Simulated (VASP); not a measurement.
GaCo:

```xyz
2
Lattice="2.6100 0.0000 0.0000 -1.3050 2.2603 0.0000 0.0000 0.0000 5.6577" Properties=species:S:1:pos:R:3 pbc="T T T"
Ga    0.0000    0.0000    0.0000
Co    0.0000    0.0000    2.8289
```

```yaml
Program: VASP 6.6.1
Task: relaxation of cell and atoms
Functional: PBE
Potentials_or_basis: VASP PAW PBE potentials, release 64 (Ga_d, Co)
Cutoff: 600 eV
k_mesh: 6 × 6 × 4
Occupations: gaussian, width 0.1 eV
Spin: collinear spin, ferromagnetic start
Starting_moments: "[0.0, 3.0] μB"
```

At the start: pressure -6.4 GPa; volume 16.69 Å³/atom.

Q: How do energy, volume and symmetry change on relaxing?

A: Over 10 steps the energy falls by 136.2 meV/atom and the volume is 14.50 Å³/atom (-13.1 %); space group P6/mmm (No. 191, to 0.05 Å); moment 1.04 μB per cell.

The path:
```csv
step,energy change (eV),largest force (eV/Å),pressure (GPa),volume (Å³)
1,0.0000,0.0000,-6.41,33.38
2,-0.1466,0.0000,-1.73,30.24
3,-0.1868,0.0000,3.25,28.39
4,-0.2567,0.0000,4.00,27.91
5,-0.2569,0.0000,3.97,27.89
6,-0.2575,0.0000,4.16,27.84
7,-0.2695,0.0000,-1.62,29.49
8,-0.2718,0.0000,-0.02,28.98
9,-0.2718,0.0000,-0.16,29.00
10,-0.2725,0.0000,-0.01,29.00
```

Final structure:
```
Ga Co
1.0
     2.65043    0.00000    0.00000
    -1.32521    2.29534    0.00000
     0.00000    0.00000    4.76669
Ga Co
1 1
Direct
  0.00000 0.00000 0.00000
  0.00000 0.00000 0.50000
```

Caveat: the k points lie up to 0.46 Å⁻¹ apart in the final cell.
